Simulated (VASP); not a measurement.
# SnO (Romarchite) (P4/nmm) in VASP: a series of runs, part 2 of 2

VASP 6.6.1. Earlier steps stand in the parts before.

### 3 Relaxation of cell and atoms, PBE, target pressure 8 GPa, at which the enthalpy is minimised

INCAR

```
PREC     = Accurate       # precision mode
ENCUT    = 600            # plane-wave cutoff, eV
EDIFF    = 1E-6           # SCF threshold, eV
ISMEAR   = -1             # smearing method
SIGMA    = 0.1            # smearing width, eV
LREAL    = False          # projectors in reciprocal space
LASPH    = True           # aspherical terms in the spheres
NELM     = 60             # most SCF steps
ALGO     = Normal         # electronic algorithm
ISIF     = 3              # what is computed and relaxed
LWAVE    = False          # write WAVECAR
LCHARG   = False          # write CHGCAR
GGA      = PE             # functional
IBRION   = 2              # ionic algorithm
NSW      = 80             # ionic steps
EDIFFG   = -0.01          # ionic threshold
PSTRESS  = 80.0
```

KPOINTS

```
Automatic mesh
0
Gamma
  6 6 6
```

POSCAR

```
SnO
1.0
    3.7986000000      0.0000000000      0.0000000000
    0.0000000000      3.7986000000      0.0000000000
    0.0000000000      0.0000000000      4.8408000000
Sn O
2 2
Direct
    0.5000000000      0.0000000000      0.2369000000
    0.0000000000      0.5000000000      0.7631000000
    0.0000000000      0.0000000000      0.0000000000
    0.5000000000      0.5000000000      0.0000000000
```

Potentials or basis: VASP PAW PBE potentials, release 64 (Sn_d, O).

The run is started by

```bash
cat potpaw_PBE.64/Sn_d/POTCAR potpaw_PBE.64/O/POTCAR > POTCAR
mpirun -np 1 vasp_std > vasp.out
```

OUTCAR:

```text
PREC = Accurate
   ENCUT = 600
   EDIFF = 1E-6
   ISMEAR = -1
   LREAL = False
   LASPH = True
   NELM = 60
   ISIF = 3
   GGA = PE
   IBRION = 2
   NSW = 80
   EDIFFG = -0.01
   PSTRESS = 80.0

 ion  position               nearest neighbor table
   1  0.500  0.000  0.237-   3 2.22   4 2.22   4 2.22   3 2.22   2 3.53   2 3.53   2 3.53   2 3.53
                             2 3.70   2 3.70   2 3.70   2 3.70
   2  0.000  0.500  0.763-   3 2.22   4 2.22   3 2.22   4 2.22   1 3.53   1 3.53   1 3.53   1 3.53
                             1 3.70   1 3.70   1 3.70   1 3.70
   3  0.000  0.000  0.000-   1 2.22   2 2.22   2 2.22   1 2.22
   4  0.500  0.500  0.000-   1 2.22   2 2.22   1 2.22   2 2.22

  LATTYP: Found a simple tetragonal cell.
 ALAT       =     3.7986000000
 C/A-ratio  =     1.2743642395

  Lattice vectors:

 A1 = (   3.7986000000,   0.0000000000,   0.0000000000)
 A2 = (   0.0000000000,   3.7986000000,   0.0000000000)
 A3 = (   0.0000000000,   0.0000000000,   4.8408000000)

Analysis of symmetry for initial positions (statically):
=====================================================================
 Subroutine PRICEL returns:
 Original cell was already a primitive cell.

 Routine SETGRP: Setting up the symmetry group for a
 simple tetragonal supercell.

 Subroutine GETGRP returns: Found 16 space group operations
 (whereof  8 operations were pure point group operations)
 out of a pool of 16 trial point group operations.

The static configuration has the point symmetry D_2d.
 The point group associated with its full space group is D_4h.

Analysis of symmetry for dynamics (positions and initial velocities):
=====================================================================
 Subroutine PRICEL returns:
 Original cell was already a primitive cell.

 Routine SETGRP: Setting up the symmetry group for a
 simple tetragonal supercell.

 Subroutine GETGRP returns: Found 16 space group operations
 (whereof  8 operations were pure point group operations)
 out of a pool of 16 trial point group operations.

[... 142 lines left out ...]

--------------------------------------- Ionic step        1  -------------------------------------------

 number of electron      40.0000023 magnetization

 Free energy of the ion-electron system (eV)
  ---------------------------------------------------
  ext. energy  EPLUGINS =         0.00000000
  ---------------------------------------------------
  free energy    TOTEN  =       -22.66682519 eV

  energy without entropy =      -22.66125372  energy(sigma->0) =      -22.66403945

------------------------ aborting loop because EDIFF is reached ----------------------------------------

  FORCE on cell =-STRESS in cart. coord.  units (eV):
  Direction    XX          YY          ZZ          XY          YZ          ZX
  --------------------------------------------------------------------------------------
  -------------------------------------------------------------------------------------
  Total        2.3014627      2.3014627      1.8387685      0.0000000     -0.0000000      0.0000000
  in kB       52.7898301     52.7898301     42.1767760      0.0000000     -0.0000000      0.0000000
  external PRESSURE =     -30.7478546 kB  Pullay stress =      80.0000000 kB
[... 103 lines left out ...]
  energy  without entropy=      -22.4604483598  energy(sigma->0) =      -22.46572166

  enthalpy is  TOTEN    =       -19.2673042244 eV   P V=        3.2036907376

[... ionic steps 4 to 11 ...]

--------------------------------------- Ionic step       12  -------------------------------------------

 number of electron      40.0000013 magnetization

------------------------ aborting loop because EDIFF is reached ----------------------------------------
[... 75 lines left out ...]
--------------------------------------- Ionic step       14  -------------------------------------------

 number of electron      40.0000011 magnetization

 Free energy of the ion-electron system (eV)
  ---------------------------------------------------
  ext. energy  EPLUGINS =         0.00000000
  ---------------------------------------------------
  free energy    TOTEN  =       -22.48887678 eV

  energy without entropy =      -22.47701993  energy(sigma->0) =      -22.48294835

 E-fermi :   8.5070     XC(G=0): -10.9108

 val. band max:        8.4395267152   @ k =   0.5000   0.5000   0.1667
 cond. band min:       8.5082021603   @ k =   0.0000   0.0000   0.1667
 fundamental gap:      0.0686754451
 Fermi energy:         8.5069669163

 k-point     1 :       0.0000    0.0000    0.0000
  band No.  band energies     occupation
      1     -13.6730      2.00000
      2     -13.2304      2.00000
      3     -13.2304      2.00000
      4     -13.1901      2.00000
      5     -13.1772      2.00000
      6     -13.1741      2.00000
[... 637 lines left out ...]
     23      13.6569      0.00000
     24      13.6569      0.00000

 [... further k-points ...]

------------------------ aborting loop because EDIFF is reached ----------------------------------------

  FORCE on cell =-STRESS in cart. coord.  units (eV):
  Direction    XX          YY          ZZ          XY          YZ          ZX
  --------------------------------------------------------------------------------------
  -------------------------------------------------------------------------------------
  Total        3.1582481      3.1582481      3.1048952      0.0000000     -0.0000000      0.0000000
  in kB       80.6297288     80.6297288     79.2676366      0.0000000     -0.0000000      0.0000000
  external PRESSURE =       0.1756981 kB  Pullay stress =      80.0000000 kB
[... 23 lines left out ...]
  energy  without entropy=      -22.4770199283  energy(sigma->0) =      -22.48294835

  enthalpy is  TOTEN    =       -19.3552950622 eV   P V=        3.1335817172

 reached required accuracy - stopping structural energy minimisation
```

OSZICAR:

```text
N       E                     dE             d eps       ncg     rms          rms(c)
DAV:   1     0.419201204491E+03    0.41920E+03   -0.22256E+04  1936   0.277E+03
DAV:   2     0.344191846679E+02   -0.38478E+03   -0.37838E+03  2024   0.606E+02
DAV:   3    -0.240158278031E+02   -0.58435E+02   -0.57990E+02  2384   0.201E+02
DAV:   4    -0.262851095889E+02   -0.22693E+01   -0.22668E+01  2144   0.437E+01
[... 128 lines left out ...]
DAV:   3    -0.224890979959E+02    0.10425E-02   -0.22422E-03  2400   0.101E+00    0.822E-02
DAV:   4    -0.224888934817E+02    0.20451E-03   -0.66618E-04  2896   0.459E-01    0.221E-02
DAV:   5    -0.224888802629E+02    0.13219E-04   -0.18116E-04  2704   0.158E-01    0.115E-02
DAV:   6    -0.224888768965E+02    0.33663E-05   -0.20762E-05  2920   0.511E-02    0.397E-03
DAV:   7    -0.224888767795E+02    0.11705E-06   -0.13436E-06  1136   0.125E-02
  14 F= -.19355295E+02 E0= -.19349367E+02  d E =-.178772E-02
```

CONTCAR:

```text
SnO
   1.00000000000000
     3.7614371040562582    0.0000000000000000    0.0000000000000000
     0.0000000000000000    3.7614371040562582   -0.0000000000000000
     0.0000000000000000   -0.0000000000000000    4.4356167166266198
  Sn              O
     2     2
Direct
     0.5000000000000000    0.0000000000000000    0.2632023968973664
     0.0000000000000000    0.5000000000000000    0.7367976031026338
     0.0000000000000000    0.0000000000000000    0.0000000000000000
     0.5000000000000000    0.5000000000000000    0.0000000000000000

  0.00000000E+00  0.00000000E+00  0.00000000E+00
  0.00000000E+00  0.00000000E+00  0.00000000E+00
  0.00000000E+00  0.00000000E+00  0.00000000E+00
  0.00000000E+00  0.00000000E+00  0.00000000E+00
```

Wall time 19 min (1 thread of AMD EPYC 7R13, shared host); peak memory 0.21 GiB.

What came out:

| Item | Value |
| --- | --- |
| Free energy | -22.4889 eV |
| Relaxed volume | 15.69 Å³/atom |
| Relaxed cell | a = 3.761 Å, b = 3.761 Å, c = 4.436 Å, α = 90.00°, β = 90.00°, γ = 90.00° |
| Space group after relaxing (to 0.05 Å) | P4/nmm (No. 129) |
| Energy change on relaxing (the enthalpy is what falls) | +44.5 meV/atom |
| Ionic steps | 14 |
| Pressure after relaxing | 8.0 GPa |
| Band gap on the k mesh | zero (band 20 reaches 8.59 eV, above the bottom of band 21 at 7.87 eV) |

The path:
```tsv
step	energy change (eV)	largest force (eV/Å)	pressure (GPa)	volume (Å³)
1	0.0000	0.6098	4.93	69.85
2	0.0928	0.7900	8.31	66.52
3	0.1958	0.9290	11.25	64.16
4	0.1878	0.5384	10.29	63.60
5	0.2171	0.2013	8.78	62.55
6	0.2110	0.1182	8.94	62.67
7	0.1859	0.1069	8.33	62.95
8	0.1307	0.0903	6.68	63.80
9	0.1545	0.1204	7.90	63.26
10	0.1539	0.1140	7.88	63.27
11	0.1593	0.0869	7.90	63.15
12	0.1693	0.0392	7.99	62.94
13	0.1908	0.0578	8.14	62.51
14	0.1779	0.0001	8.02	62.76
```

Final structure:
```
Sn O
1.0
     3.76144    0.00000    0.00000
     0.00000    3.76144    0.00000
     0.00000    0.00000    4.43562
Sn O
2 2
Direct
  0.50000 0.00000 0.26320
  0.00000 0.50000 0.73680
  0.00000 0.00000 0.00000
  0.50000 0.50000 0.00000
```

Levels at points of the mesh, in eV from the Fermi level:
| k point | band 18 | band 19 | band 20 | band 21 | band 22 | band 23 |
| --- | --- | --- | --- | --- | --- | --- |
| (0.00, 0.00, 0.00) | -3.22 | -3.22 | 0.08 | 2.72 | 4.14 | 4.14 |
| (0.50, 0.00, 0.00) | -4.98 | -3.08 | -3.08 | 3.76 | 3.76 | 5.72 |
| (0.50, 0.50, 0.00) | -2.55 | -1.98 | -1.98 | -0.64 | -0.64 | 4.65 |
| (0.00, 0.00, 0.50) | -3.24 | -2.27 | -2.25 | 1.89 | 2.23 | 2.23 |
| (0.50, 0.00, 0.50) | -4.90 | -1.82 | -1.82 | 3.15 | 3.15 | 4.98 |
| (0.50, 0.50, 0.50) | -3.25 | -2.55 | -2.55 | 2.09 | 2.09 | 5.02 |

Caveat: the cell is relaxed towards a set pressure, so the enthalpy falls and the energy may rise; spin-orbit coupling is left out, which moves the levels of the heavy elements.
